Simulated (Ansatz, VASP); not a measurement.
**One calculation of MgO, two programs**

```xyz
2
Lattice="2.9380 0.0000 0.0000 -1.4690 2.5444 0.0000 0.0000 0.0000 2.6797" Properties=species:S:1:pos:R:3 pbc="T T T"
Mg    0.0000    0.0000    0.0000
O     0.0000    1.6963    1.3398
```

Alike in both runs: task single point; functional PBEsol; k mesh 6 × 6 × 6; occupations gaussian, width 0.1 eV; no spin polarisation; Hubbard terms O p U = 3.9 eV.

```csv
,VASP,Ansatz
version,VASP 6.6.1,Ansatz 0.2.0
potentials or method,"VASP PAW PBE potentials, release 64 (Mg, O), cutoff 600 eV","scalar-relativistic, plane waves, PAW"
valence electrons in the cell,8,16
```

```csv
,VASP,Ansatz,Ansatz less VASP
gap on the k mesh at the Fermi level (eV),3.10,4.15,+1.055
least direct gap on the mesh (eV),3.50,4.62,+1.124
pressure (GPa),-6.2,-7.5,-1.32
"traceless stress, the component that is largest in VASP (GPa)",-0.53,-0.95,-0.423
```

VASP's potentials were made for PBE, not for PBEsol. The programs project onto different local orbitals, so the same U acts differently, and such runs can settle in different states. VASP's potentials hold 8 valence electrons a cell and Ansatz's 16, so a difference there can come from the potentials and not from the codes.
